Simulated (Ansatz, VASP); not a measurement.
# Ca: VASP beside Ansatz

```
CELL_PARAMETERS angstrom
0.00000 2.67691 2.67691
2.67691 0.00000 2.67691
2.67691 2.67691 0.00000
ATOMIC_POSITIONS crystal
Ca 0.00000 0.00000 0.00000
```

Alike in both runs: task single point; functional PBE; k mesh 14 × 14 × 14; occupations gaussian, width 0.1 eV; no spin polarisation.

```csv
,VASP,Ansatz
version,VASP 6.6.1,Ansatz 0.2.0
potentials or method,"VASP PAW PBE potentials, release 64 (Ca_sv), cutoff 520 eV","scalar-relativistic, plane waves, PAW"
valence electrons in the cell,10,10
```

|  | VASP | Ansatz | Ansatz less VASP |
| --- | --- | --- | --- |
| gap on the k mesh at the Fermi level (eV) | none | none | - |
| pressure (GPa) | 1.9 | 1.9 | 0.00 |

A gap of «none» marks a metal or a gap that the smearing closes.
